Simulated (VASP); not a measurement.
# PtS2 (P-1) in VASP: single point with PBE

Aim: the single point of PtS2 with PBE.

Everything below comes from runs of VASP 6.6.1. Logs are shortened: lines on timing, memory, paths and dates and some standing lists are left out, and cuts for length are marked.

### 1 The cell of the first run

The typed cell holds 3 atoms: a = 3.553 Å, b = 3.567 Å, c = 5.123 Å, α = 90.00°, β = 90.00°, γ = 120.39°.

### 2 Single point, PBE (shear xy strain -0.9%)

File INCAR:

```
SYSTEM = PtS2
PREC     = Accurate       ! precision mode
ENCUT    = 520            ! plane-wave cutoff, eV
EDIFF    = 1E-7           ! SCF threshold, eV
ISMEAR   = -1             ! smearing method
SIGMA    = 0.02           ! smearing width, eV
LREAL    = .FALSE.        ! projectors in reciprocal space
LASPH    = .TRUE.         ! aspherical terms in the spheres
NELM     = 60             ! most SCF steps
ALGO     = Normal         ! electronic algorithm
ISIF     = 2              ! what is computed and relaxed
LWAVE    = .FALSE.        ! write WAVECAR
LCHARG   = .TRUE.         ! write CHGCAR
GGA      = PE             ! functional
LELF     = .TRUE.         ! ELF
LVHAR    = .TRUE.       
NBANDS   = 18             ! bands
```

File KPOINTS:

```
regular mesh
0
G
  12 12 6
  0 0 0
```

File POSCAR:

```
PtS2
1.0
    3.5526240946     -0.0163420708      0.0000000000
   -1.7904646958      3.0848337514      0.0000000000
    0.0000000000      0.0000000000      5.1228306135
Pt S
1 2
Direct
    0.0000000000      0.0000000000      0.0000000000
    0.3319257283      0.6666570777      0.2392537379
    0.6680742717      0.3333429223      0.7607462621
```

Potentials or basis: VASP PAW PBE potentials, release 64 (Pt, S).

On the command line:

```bash
> cat potpaw_PBE.64/Pt/POTCAR potpaw_PBE.64/S/POTCAR > POTCAR
> mpirun -np 1 vasp_std > vasp.out
```

OUTCAR:

```text
SYSTEM = PtS2
   PREC = Accurate
   ENCUT = 520
   EDIFF = 1E-7
   ISMEAR = -1
   LREAL = .FALSE.
   LASPH = .TRUE.
   NELM = 60
   ISIF = 2
   GGA = PE

 ion  position               nearest neighbor table
   1  0.000  0.000  0.000-   3 2.39   2 2.39   3 2.39   2 2.39   2 2.39   3 2.39
   2  0.332  0.667  0.239-   1 2.39   1 2.39   1 2.39
   3  0.668  0.333  0.761-   1 2.39   1 2.39   1 2.39

  LATTYP: Found a simple monoclinic cell.
 ALAT       =     3.5384808804
 B/A-ratio  =     1.4477485641
 C/A-ratio  =     1.0040075957
 COS(beta)  =    -0.4940046032

  Lattice vectors:

 A1 = (   1.7621593988,   3.0684916806,   0.0000000000)
 A2 = (   0.0000000000,   0.0000000000,  -5.1228306135)
 A3 = (  -3.5526240946,   0.0163420708,   0.0000000000)

Analysis of symmetry for initial positions (statically):
=====================================================================
 Subroutine PRICEL returns:
 Original cell was already a primitive cell.

 Routine SETGRP: Setting up the symmetry group for a
 simple monoclinic supercell.

 Subroutine GETGRP returns: Found  2 space group operations
 (whereof  2 operations were pure point group operations)
 out of a pool of  4 trial point group operations.

The static configuration has the point symmetry S_2 .

Analysis of symmetry for dynamics (positions and initial velocities):
=====================================================================
 Subroutine PRICEL returns:
 Original cell was already a primitive cell.

 Routine SETGRP: Setting up the symmetry group for a
 simple monoclinic supercell.

 Subroutine GETGRP returns: Found  2 space group operations
 (whereof  2 operations were pure point group operations)
 out of a pool of  4 trial point group operations.

The dynamic configuration has the point symmetry S_2 .

 Subroutine INISYM returns: Found  2 space group operations
 (whereof  2 operations are pure point group operations),
 and found     1 'primitive' translations

----------------------------------------------------------------------------------------

                                     Primitive cell

  volume of cell :      55.9925

  direct lattice vectors                    reciprocal lattice vectors
     3.552624095 -0.016342071  0.000000000     0.282235610  0.163812035  0.000000000
    -1.790464696  3.084833751  0.000000000     0.001495158  0.325034381  0.000000000
     0.000000000  0.000000000  5.122830613     0.000000000  0.000000000  0.195204580

  length of vectors
     3.552661681  3.566786102  5.122830613     0.326330082  0.325037820  0.195204580

  position of ions in fractional coordinates (direct lattice)
     0.000000000  0.000000000  0.000000000
     0.331925728  0.666657078  0.239253738
     0.668074272  0.333342922  0.760746262

  ion indices of the primitive-cell ions
   primitive index   ion index
                 1           1
                 2           2
                 3           3

----------------------------------------------------------------------------------------

 KPOINTS: regular mesh

Automatic generation of k-mesh.
 Grid dimensions read from file:
 generate k-points for:   12   12    6

 Generating k-lattice:

  Cartesian coordinates                     Fractional coordinates (reciprocal lattice)
     0.023519634  0.013651003  0.000000000     0.083333333  0.000000000  0.000000000
     0.000124597  0.027086198  0.000000000     0.000000000  0.083333333  0.000000000
     0.000000000  0.000000000  0.032534097     0.000000000  0.000000000  0.166666667

  Length of vectors
     0.027194173  0.027086485  0.032534097

  Shift w.r.t. Gamma in fractional coordinates (k-lattice)
     0.000000000  0.000000000  0.000000000

 Subroutine IBZKPT returns following result:
 ===========================================

 Found    436 irreducible k-points:

 Following reciprocal coordinates:
            Coordinates               Weight
  0.000000  0.000000  0.000000      1.000000
  0.083333  0.000000  0.000000      2.000000
  0.166667  0.000000  0.000000      2.000000
  0.250000  0.000000  0.000000      2.000000
  0.333333  0.000000  0.000000      2.000000
  0.416667  0.000000  0.000000      2.000000
[... 16 lines left out ...]
  0.250000  0.166667  0.000000      2.000000
  0.333333  0.166667  0.000000      2.000000
 [... further k-points ...]
   k-points           NKPTS =    436   k-points in BZ     NKDIM =    436   number of bands    NBANDS=     18
   number of dos      NEDOS =    301   number of ions     NIONS =      3
   total plane-waves  NPLWV =  31360
   dimension x,y,z NGX =    28 NGY =   28 NGZ =   40
   dimension x,y,z NGXF=    56 NGYF=   56 NGZF=   80
   ions per type =               1   2
   NGX,Y,Z   is equivalent  to a cutoff of  13.10, 13.05, 12.98 a.u.
   NGXF,Y,Z  is equivalent  to a cutoff of  26.21, 26.10, 25.96 a.u.
 SYSTEM =  PtS2
   PREC   = accura    normal or accurate (medium, high low for compatibility)
   ISTART =      0    job   : 0-new  1-cont  2-samecut
   ICHARG =      2    charge: 1-file 2-atom 10-const
   ISPIN  =      1    spin polarized calculation?
   LNONCOLLINEAR =      F non collinear calculations
   LSORBIT =      F    spin-orbit coupling
   LASPH  =      T    aspherical Exc in radial PAW
   ENCUT  =  520.0 eV  38.22 Ry    6.18 a.u.   6.61  6.63  9.53*2*pi/ulx,y,z
   NELM   =     60;   NELMIN=  2; NELMDL= -5     # of ELM steps
   EDIFF  = 0.1E-06   stopping-criterion for ELM
   LREAL  =      F    real-space projection
   EDIFFG = 0.1E-05   stopping-criterion for IOM
   NSW    =      0    number of steps for IOM
   IBRION =     -1    ionic relax: 0-MD 1-quasi-New 2-CG
   NFREE  =      0    steps in history (QN), initial steepest desc. (CG)
   ISIF   =      2    stress and relaxation
   ISYM   =      2    0-nonsym 1-usesym 2-fastsym
   POTIM  = 0.5000    time-step for ionic-motion
   TEBEG  =    0.0;   TEEND  =   0.0 temperature during run
   PSTRESS=    0.0 pullay stress
   NELECT =      22.0000    total number of electrons
   NUPDOWN=      -1.0000    fix difference up-down
   EMIN   =  10.00;   EMAX   =-10.00  energy-range for DOS
   EFERMI =   0.00;   METHOD = LEGACY
   ISMEAR =    -1;   SIGMA  =   0.02  broadening in eV -4-tet -1-fermi 0-gaus
   EFERMI_NEDOS =   21; number of points for ismear=-14 and -15
   IALGO  =     38    algorithm
   IMIX   =      4    mixing-type and parameters
     AMIX     =   0.40;   BMIX     =  1.00
     AMIX_MAG =   1.60;   BMIX_MAG =  1.00
  volume/ion in A,a.u.               =      18.66       125.95
  Fermi-wavevector in a.u.,A,eV,Ry     =   1.199055  2.265885 19.561541  1.437733
  Thomas-Fermi vector in A             =   2.334928
   LORBIT       =      0    0 simple, 1 ext, 2 COOP (PROOUT), +10 PAW based schemes
   GGA     = PE    functional components
   LHFCALC =     F    Hartree Fock is set to
   AEXX    =    0.0000 exact exchange contribution
   IVDW    =     0    specifies the selected vdW correction
   LEPSILON=     F    determine dielectric tensor
   LRPA    =     F    only Hartree local field effects (RPA)
 non-spin polarized calculation
  energy-cutoff  :      520.00
  volume of cell :       55.99
 maximum number of plane-waves:      1535
   NGX = 13   NGY = 13   NGZ = 19

 number of electron      21.9999996 magnetization

 Free energy of the ion-electron system (eV)
  ---------------------------------------------------
  ext. energy  EPLUGINS =         0.00000000
  ---------------------------------------------------
  free energy    TOTEN  =       -15.39541480 eV

  energy without entropy =      -15.39541480  energy(sigma->0) =      -15.39541480

 E-fermi :   6.8030     XC(G=0): -10.5246

 val. band max:        6.4646284563   @ k =  -0.1667   0.0000   0.1667
 cond. band min:       7.1423592298   @ k =   0.2500  -0.2500   0.3333
 fundamental gap:      0.6777307736
 Fermi energy:         6.8029612252

 k-point     1 :       0.0000    0.0000    0.0000
  band No.  band energies     occupation
      1      -8.6843      2.00000
      2      -5.8773      2.00000
      3      -0.3526      2.00000
      4      -0.0265      2.00000
      5      -0.0004      2.00000
      6       2.7047      2.00000
[... 10 lines left out ...]
     17      14.5875      0.00000
     18      18.8181      0.00000

 k-point     2 :       0.0833    0.0000    0.0000
  band No.  band energies     occupation
      1      -8.5956      2.00000
      2      -5.9176      2.00000
      3      -0.2588      2.00000
      4       0.0308      2.00000
      5       0.0554      2.00000
      6       2.6105      2.00000
[... 10 lines left out ...]
     17      14.7534      0.00000
     18      17.9327      0.00000

 k-point     3 :       0.1667    0.0000    0.0000
  band No.  band energies     occupation
      1      -8.3392      2.00000
      2      -6.0262      2.00000
      3      -0.0095      2.00000
      4       0.1861      2.00000
      5       0.2393      2.00000
      6       2.1716      2.00000
[... 10 lines left out ...]
     17      15.4305      0.00000
     18      16.4918      0.00000

 k-point     4 :       0.2500    0.0000    0.0000
  band No.  band energies     occupation
      1      -7.9470      2.00000
      2      -6.1733      2.00000
      3       0.2278      2.00000
      4       0.3835      2.00000
      5       0.6432      2.00000
      6       1.4508      2.00000
[... 375 lines left out ...]
      4       0.5321      2.00000
      5       0.6597      2.00000
      6       1.5100      2.00000
[... 10 lines left out ...]
     17      15.2871      0.00000
     18      15.8193      0.00000

 k-point    23 :       0.2500    0.1667    0.0000
  band No.  band energies     occupation
      1      -7.2999      2.00000
      2      -6.3750      2.00000
      3       0.2091      2.00000
      4       0.5339      2.00000
      5       1.0083      2.00000
      6       1.3817      2.00000
[... 10 lines left out ...]
     17      15.0699      0.00000
     18      16.1298      0.00000

 k-point    24 :       0.3333    0.1667    0.0000
  band No.  band energies     occupation
      1      -6.9095      2.00000
      2      -6.4930      2.00000
      3      -0.2733      2.00000
      4       0.5013      2.00000
      5       1.2590      2.00000
      6       1.7036      2.00000
[... 10 lines left out ...]
     17      15.9088      0.00000
     18      16.2710      0.00000

 [... further k-points ...]

------------------------ aborting loop because EDIFF is reached ----------------------------------------

  FORCE on cell =-STRESS in cart. coord.  units (eV):
  Direction    XX          YY          ZZ          XY          YZ          ZX
  --------------------------------------------------------------------------------------
  -------------------------------------------------------------------------------------
  Total        1.2713619      1.2712056      0.8097085      0.2228714     -0.0003752     -0.0503235
  in kB       36.3789215     36.3744508     23.1691094      6.3772717     -0.0107352     -1.4399643
  external PRESSURE =      31.9741605 kB  Pullay stress =       0.0000000 kB

 VOLUME and BASIS-vectors are now :
 -----------------------------------------------------------------------------
  energy-cutoff  :      520.00
  volume of cell :       55.99
      direct lattice vectors                 reciprocal lattice vectors
     3.552624095 -0.016342071  0.000000000     0.282235610  0.163812035  0.000000000
    -1.790464696  3.084833751  0.000000000     0.001495158  0.325034381  0.000000000
     0.000000000  0.000000000  5.122830613     0.000000000  0.000000000  0.195204580

 POSITION                                       TOTAL-FORCE (eV/Angst)
 -----------------------------------------------------------------------------------
      0.00000      0.00000      0.00000         0.000000      0.000000      0.000000
     -0.01442      2.05110      1.22566        -0.004432     -0.000019      0.026578
      1.77658      1.01739      3.89717         0.004432      0.000019     -0.026578
 -----------------------------------------------------------------------------------
    total drift:                               -0.000000     -0.000000      0.000000

  FREE ENERGIE OF THE ION-ELECTRON SYSTEM (eV)
  ---------------------------------------------------
  free  energy   TOTEN  =       -15.3954148028 eV

  energy  without entropy=      -15.3954148025  energy(sigma->0) =      -15.39541480
```

Run time: 3.7 min. Hardware: 1 thread of Intel Xeon Platinum 8559C (Emerald Rapids), shared host; peak memory 0.5 GiB.

Results:

```yaml
Free_energy: -15.3954 eV
Pressure: 3.2 GPa
Largest_force: 0.027 eV/Å
Band_gap_on_the_k_mesh: 0.68 eV (least direct gap 0.96 eV)
```

Forces in eV/Å, atoms in the order of the input:
```
Pt   0.000  0.000  0.000
S   -0.004  0.000  0.027
S    0.004  0.000 -0.027
```

Levels at points of the mesh, in eV from the valence-band top:
| k point | band 8 | band 9 | band 10 | band 11 | band 12 | band 13 | band 14 | band 15 |
| --- | --- | --- | --- | --- | --- | --- | --- | --- |
| (0.00, 0.00, 0.00) | -2.00 | -1.09 | -1.02 | -0.04 | 2.10 | 2.10 | 4.75 | 5.40 |
| (0.50, 0.00, 0.00) | -3.13 | -3.04 | -2.94 | -2.41 | 1.55 | 2.54 | 5.38 | 6.39 |
| (0.00, 0.50, 0.00) | -3.11 | -3.05 | -2.94 | -2.42 | 1.53 | 2.55 | 5.42 | 6.44 |
| (0.50, 0.50, 0.00) | -3.07 | -3.04 | -2.94 | -2.43 | 1.53 | 2.55 | 5.45 | 6.49 |
| (0.00, 0.00, 0.50) | -2.60 | -1.31 | -1.26 | -1.13 | 2.61 | 2.62 | 5.54 | 7.05 |
| (0.50, 0.00, 0.50) | -3.04 | -2.77 | -2.65 | -1.43 | 1.72 | 2.23 | 5.02 | 5.44 |
| (0.00, 0.50, 0.50) | -3.05 | -2.72 | -2.68 | -1.45 | 1.73 | 2.20 | 5.06 | 5.47 |
| (0.50, 0.50, 0.50) | -3.05 | -2.70 | -2.68 | -1.46 | 1.74 | 2.18 | 5.10 | 5.50 |

Caveat: the cell differs from its parent crystal (shear xy strain -0.9%); the cell stands under pressure; spin-orbit coupling is left out, which moves the levels of the heavy elements. A k mesh can miss the band edges.
